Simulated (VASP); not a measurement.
# Ge (P4/mmm) in VASP: a series of runs, part 2 of 2

VASP 6.6.1. Earlier steps stand in the parts before.

## Step 4: Single point, PBE-based screened hybrid with 25 % exact exchange

File POSCAR:

```
Ge
1.0
    5.2405800000      0.0000000000      0.0000000000
    0.0000000000      5.2405800000      0.0000000000
    0.0000000000      0.0000000000      2.6553600000
Ge
3
Direct
    0.0000000000      0.0000000000      0.0000000000
    0.0000000000      0.5000000000      0.0000000000
    0.5000000000      0.0000000000      0.0000000000
```

File INCAR.step1:

```
  PREC = Accurate
  ENCUT = 520
  EDIFF = 1E-5
  ISMEAR = -1
  SIGMA = 0.05
  LREAL = False
  LASPH = True
  NELM = 60
  ALGO = Normal
  ISIF = 2
  LWAVE = True
  LCHARG = False
  NBANDS = 28
  GGA = PE
  LUSENCCL = False
```

File INCAR.step2:

```
  PREC = Accurate
  ENCUT = 520
  EDIFF = 1E-6
  ISMEAR = -1
  SIGMA = 0.05
  LREAL = False
  LASPH = True
  NELM = 60
  ALGO = Normal
  ISIF = 2
  LWAVE = False
  LCHARG = False
  GGA = PE
  LHFCALC = True
  AEXX = 0.25
  HFSCREEN = 0.2
  PRECFOCK = Normal
  NBANDS = 28
  ISTART = 1
  LUSENCCL = False
```

File KPOINTS:

```
Automatic mesh
0
Gamma
  3 3 5
```

Started as:

```console
$ cat potpaw_PBE.64/Ge_d/POTCAR > POTCAR
$ cp INCAR.step1 INCAR
$ mpirun -np 1 vasp_std > vasp.out
$ cp INCAR.step2 INCAR
$ mpirun -np 1 vasp_std > vasp.out
```

Wall time 7.5 min (1 × NVIDIA H100 80GB with 1 thread of AMD EPYC 7R13 (Zen 3), shared host); peak memory 1.2 GiB.

The run converged. Its results:

| Quantity | Value |
| --- | --- |
| Free energy | -14.1392 eV |
| Pressure | -1.5 GPa |
| Band gap on the k mesh | zero (bands 21 and 22 overlap by 2.15 eV) |

Stress tensor (GPa, compression positive):
```
  2.95   0.00   0.00
  0.00   2.95   0.00
  0.00   0.00 -10.40
```

Levels at points of the mesh, in eV from the Fermi level:
| k point | band 19 | band 20 | band 21 | band 22 | band 23 | band 24 |
| --- | --- | --- | --- | --- | --- | --- |
| (0.00, 0.00, 0.00) | -5.62 | -5.62 | 0.32 | 0.32 | 4.29 | 4.79 |

Caveat: the k points lie up to 0.47 Å⁻¹ apart, too coarse for converged energies and pressures of a metal; the PAW data sets were made with another functional, which shifts forces and pressure a little.

## Step 5: Single point, PBE-based screened hybrid with 30 % exact exchange

POSCAR is that of step 4.

File INCAR.step1:

```
  PREC = Accurate
  ENCUT = 520
  EDIFF = 1E-5
  ISMEAR = -1
  SIGMA = 0.05
  LREAL = F
  LASPH = T
  NELM = 80
  ALGO = Normal
  ISIF = 2
  LWAVE = T
  LCHARG = F
  NBANDS = 28
  GGA = PE
  LUSENCCL = F
```

File INCAR.step2:

```
  PREC = Accurate
  ENCUT = 520
  EDIFF = 1E-6
  ISMEAR = -1
  SIGMA = 0.05
  LREAL = F
  LASPH = T
  NELM = 80
  ALGO = Normal
  ISIF = 2
  LWAVE = F
  LCHARG = F
  GGA = PE
  LHFCALC = T
  AEXX = 0.3
  HFSCREEN = 0.2
  PRECFOCK = Normal
  NBANDS = 28
  ISTART = 1
  LUSENCCL = F
```

File KPOINTS:

```
regular mesh
0
Gamma
  3 3 5
```

Potentials or basis: VASP PAW PBE potentials, release 64 (Ge_d).

Started as:

```console
$ cat potpaw_PBE.64/Ge_d/POTCAR > POTCAR
$ cp INCAR.step1 INCAR
$ mpirun -np 1 vasp_std > vasp.out
$ cp INCAR.step2 INCAR
$ mpirun -np 1 vasp_std > vasp.out
```

OUTCAR:

```text
PREC = Accurate
   ENCUT = 520
   EDIFF = 1E-6
   ISMEAR = -1
   LREAL = F
   LASPH = T
   NELM = 80
   ISIF = 2
   GGA = PE
   LHFCALC = T
   AEXX = 0.3
   HFSCREEN = 0.2
   PRECFOCK = Normal
   ISTART = 1

 ion  position               nearest neighbor table
   1  0.000  0.000  0.000-   2 2.62   3 2.62   2 2.62   3 2.62
   2  0.000  0.500  0.000-   1 2.62   1 2.62
   3  0.500  0.000  0.000-   1 2.62   1 2.62

  LATTYP: Found a simple tetragonal cell.
 ALAT       =     5.2405800000
 C/A-ratio  =     0.5066920074

  Lattice vectors:

 A1 = (   5.2405800000,   0.0000000000,   0.0000000000)
 A2 = (   0.0000000000,   5.2405800000,   0.0000000000)
 A3 = (   0.0000000000,   0.0000000000,   2.6553600000)

Analysis of symmetry for initial positions (statically):
=====================================================================
 Subroutine PRICEL returns:
 Original cell was already a primitive cell.

 Routine SETGRP: Setting up the symmetry group for a
 simple tetragonal supercell.

 Subroutine GETGRP returns: Found 16 space group operations
 (whereof 16 operations were pure point group operations)
 out of a pool of 16 trial point group operations.

The static configuration has the point symmetry D_4h.

Analysis of symmetry for dynamics (positions and initial velocities):
=====================================================================
 Subroutine PRICEL returns:
 Original cell was already a primitive cell.

 Routine SETGRP: Setting up the symmetry group for a
 simple tetragonal supercell.

 Subroutine GETGRP returns: Found 16 space group operations
 (whereof 16 operations were pure point group operations)
[... 107 lines left out ...]
     AMIX     =   0.40;   BMIX     =  1.00
     AMIX_MAG =   1.60;   BMIX_MAG =  1.00
  volume/ion in A,a.u.               =      24.31       164.04
  Fermi-wavevector in a.u.,A,eV,Ry     =   1.362063  2.573926 25.241744  1.855216
  Thomas-Fermi vector in A             =   2.488585
   LORBIT       =      0    0 simple, 1 ext, 2 COOP (PROOUT), +10 PAW based schemes
   GGA     = PE    functional components
   LHFCALC =     T    Hartree Fock is set to
   PRECFOCK=normal    Normal, Fast or Accurate (Low or Medium for compatibility)
   ENCUT4O =  -1.0   cutoff for four orbital integrals eV
   NKREDX  =     1    reduce k-point grid by
   NKREDY  =     1    reduce k-point grid by
   NKREDZ  =     1    reduce k-point grid by
   AEXX    =    0.3000 exact exchange contribution
   HFSCREEN=    0.2000 screening length (either q_TF or 0.3 A-1)
   HFSCREENC=   0.2000 screening length for correlation (either q_TF or 0.3 A-1)
   ENCUTFOCK=  -1.0 apply spherical cutoff to Coloumb kernel
   IVDW    =     0    specifies the selected vdW correction
   LEPSILON=     F    determine dielectric tensor
   LRPA    =     F    only Hartree local field effects (RPA)
 non-spin polarized calculation
  energy-cutoff  :      520.00
  volume of cell :       72.93
 maximum number of plane-waves:      1980
 NGX is ok and might be reduce to    40
  NGX = 30; NGY = 30; NGZ = 16

 number of electron      42.0000053 magnetization

 Free energy of the ion-electron system (eV)
  ---------------------------------------------------
  ext. energy  EPLUGINS =         0.00000000
  ---------------------------------------------------
  free energy    TOTEN  =       -14.59234025 eV

  energy without entropy =      -14.57919466  energy(sigma->0) =      -14.58576746

 E-fermi :   3.9931     XC(G=0):  -7.7329

 val. band max:        3.9644426960   @ k =   0.3333   0.0000   0.2000
 cond. band min:       4.3316613374   @ k =   0.0000   0.0000   0.0000
 fundamental gap:      0.3672186413
 Fermi energy:         3.9931430958

 k-point     1 :       0.0000    0.0000    0.0000
  band No.  band energies     occupation
      1     -24.8324      2.00000
      2     -24.8292      2.00000
      3     -24.8140      2.00000
      4     -24.7909      2.00000
      5     -24.7743      2.00000
      6     -24.7396      2.00000
[... 268 lines left out ...]
     27      11.4821      0.00000
     28      12.4534      0.00000

------------------------ aborting loop because EDIFF is reached ----------------------------------------

  FORCE on cell =-STRESS in cart. coord.  units (eV):
  Direction    XX          YY          ZZ          XY          YZ          ZX
  --------------------------------------------------------------------------------------
  -------------------------------------------------------------------------------------
  Total        1.2170721      1.2170721     -5.0370452      0.0000000     -0.0000000     -0.0000000
  in kB       26.7389748     26.7389748   -110.6634765      0.0000000     -0.0000000     -0.0000000
  external PRESSURE =     -19.0618423 kB  Pullay stress =       0.0000000 kB

 VOLUME and BASIS-vectors are now :
 -----------------------------------------------------------------------------
  energy-cutoff  :      520.00
  volume of cell :       72.93
      direct lattice vectors                 reciprocal lattice vectors
     5.240580000  0.000000000  0.000000000     0.190818574  0.000000000  0.000000000
     0.000000000  5.240580000  0.000000000     0.000000000  0.190818574  0.000000000
     0.000000000  0.000000000  2.655360000     0.000000000  0.000000000  0.376596770

 POSITION                                       TOTAL-FORCE (eV/Angst)
 -----------------------------------------------------------------------------------
      0.00000      0.00000      0.00000         0.000000      0.000000      0.000000
      0.00000      2.62029      0.00000         0.000000      0.000000      0.000000
      2.62029      0.00000      0.00000         0.000000      0.000000      0.000000
 -----------------------------------------------------------------------------------
    total drift:                               -0.000004      0.000016     -0.000005

  FREE ENERGIE OF THE ION-ELECTRON SYSTEM (eV)
  ---------------------------------------------------
  free  energy   TOTEN  =       -14.5923402545 eV

  energy  without entropy=      -14.5791946566  energy(sigma->0) =      -14.58576746
```

OSZICAR.step1:

```text
N       E                     dE             d eps       ncg     rms          rms(c)
DAV:   1     0.332229312265E+03    0.33223E+03   -0.21823E+04   540   0.398E+03
DAV:   2     0.418682964846E+02   -0.29036E+03   -0.28473E+03   504   0.696E+02
DAV:   3    -0.982261876368E+01   -0.51691E+02   -0.51061E+02   560   0.184E+02
DAV:   4    -0.121916719349E+02   -0.23691E+01   -0.23615E+01   580   0.463E+01
DAV:   5    -0.122389173795E+02   -0.47245E-01   -0.47239E-01   568   0.708E+00    0.276E+00
DAV:   6    -0.120938549337E+02    0.14506E+00   -0.18739E-01   676   0.847E+00    0.153E+00
DAV:   7    -0.120498628488E+02    0.43992E-01   -0.13096E-01   628   0.331E+00    0.324E-01
DAV:   8    -0.120496440797E+02    0.21877E-03   -0.27161E-02   648   0.486E+00    0.117E-01
DAV:   9    -0.120494088448E+02    0.23523E-03   -0.48395E-03   728   0.355E+00    0.818E-02
DAV:  10    -0.120496420768E+02   -0.23323E-03   -0.15093E-03   624   0.551E-01    0.156E-02
DAV:  11    -0.120496566173E+02   -0.14541E-04   -0.17230E-04   632   0.593E-01    0.105E-02
DAV:  12    -0.120496526005E+02    0.40168E-05   -0.44816E-05   520   0.189E-01
   1 F= -.12049653E+02 E0= -.12040576E+02  d E =-.181536E-01
```

It took 15 min on 1 × NVIDIA H100 80GB with 1 thread of AMD EPYC 7R13 (Zen 3), shared host; peak memory 1.2 GiB.

Results:

```yaml
Free_energy: -14.5923 eV
Pressure: -1.9 GPa
Band_gap_on_the_k_mesh: zero (bands 21 and 22 overlap by 2.23 eV)
```

Stress tensor (GPa, compression positive):
```
  2.67   0.00   0.00
  0.00   2.67   0.00
  0.00   0.00 -11.07
```

Levels at points of the mesh, in eV from the Fermi level:
| k point | band 17 | band 18 | band 19 | band 20 | band 21 | band 22 | band 23 | band 24 | band 25 | band 26 |
| --- | --- | --- | --- | --- | --- | --- | --- | --- | --- | --- |
| (0.00, 0.00, 0.00) | -10.08 | -7.17 | -5.79 | -5.79 | 0.34 | 0.34 | 4.32 | 4.83 | 8.89 | 9.99 |

Caveat: the k points lie up to 0.47 Å⁻¹ apart, too coarse for converged energies and pressures of a metal; the PAW data sets were made with another functional, which shifts forces and pressure a little.

## Step 6: Overview

```tsv
level	share of exact exchange	gap on the mesh (eV)	pressure (GPa)
PBE-based screened hybrid with 15 % exact exchange	0.15	none	-0.8
PBE-based screened hybrid with 20 % exact exchange	0.2	none	-1.1
PBE-based screened hybrid with 25 % exact exchange	0.25	none	-1.5
PBE-based screened hybrid with 30 % exact exchange	0.3	none	-1.9
```

Alike in all rows: task single point; potentials or basis VASP PAW PBE potentials, release 64 (Ge_d); no spin polarisation; cell as given; k mesh 3 × 3 × 5; cutoff (eV) 520; smearing fermi-dirac 0.05 eV.

Caveats: all runs use coarse meshes; the PAW data sets were made with another functional, which shifts forces and pressure a little.

Absolute energies hang on the potentials; compare differences alone.
